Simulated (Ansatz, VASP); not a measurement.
Cr: VASP beside Ansatz

The input INCAR:

```
ALGO = Normal ; EDIFF = 1E-6
ENCUT = 500 ; GGA = CA
GGA_COMPAT = False ; ISIF = 2
ISMEAR = -1 ; LASPH = True
LCHARG = False ; LREAL = False
LWAVE = False ; NBANDS = 12
NELM = 120 ; PREC = Accurate
SIGMA = 0.1
```

Contents of KPOINTS:

```
k-points
0
Gamma
  23 23 23
```

POSCAR

```
Cr
1.0
   -1.3942485114      1.3942485114      1.3942485114
    1.3942485114     -1.3942485114      1.3942485114
    1.3942485114      1.3942485114     -1.3942485114
Cr
1
Direct
    0.0000000000      0.0000000000      0.0000000000
```

Input for Ansatz:

```yaml
crystal:
  lattice:
    - [-1.3942485114, 1.3942485114, 1.3942485114]
    - [1.3942485114, -1.3942485114, 1.3942485114]
    - [1.3942485114, 1.3942485114, -1.3942485114]
  atoms:
    - { symbol: Cr, position: [0.0, 0.0, 0.0] }
hamiltonian:
  xc: lda
  pseudopotentials:
    kind: paw
    azcp:
      Cr: "pseudopotentials/Cr.paw.azcp"
basis:
  ecutwfc: 420
  fft_grid_basis: typed
kpoints:
  mp_grid: { grid: [23, 23, 23], shift: [0, 0, 0] }
magnetization:
  spin_polarized: false
scf:
  occupations: { method: fermi_dirac, width: 0.1 }
  lower_state_search: "off"
output:
  stress: true
```

Alike in both runs: task single point; functional LDA; k mesh 23 × 23 × 23; occupations fermi-dirac, width 0.1 eV; no spin polarisation.

|  | VASP | Ansatz |
| --- | --- | --- |
| version | VASP 6.6.1 | Ansatz 0.2.0 |
| potentials or method | VASP PAW LDA potentials, release 64 (Cr_pv), cutoff 500 eV | plane waves (420 eV) with PAW, scalar-relativistic |
| valence electrons in the cell | 12 | 14 |

|  | VASP | Ansatz | Ansatz less VASP |
| --- | --- | --- | --- |
| pressure (GPa) | 0.0 | 0.0 | +0.01 |

Ansatz warns that its potentials were made for another functional, while VASP's fit it. LDA's correlation is that of Perdew and Zunger in VASP and of Perdew and Wang (1992) in Ansatz. VASP's potentials hold 12 valence electrons a cell and Ansatz's 14, so a difference there can come from the potentials and not from the codes.
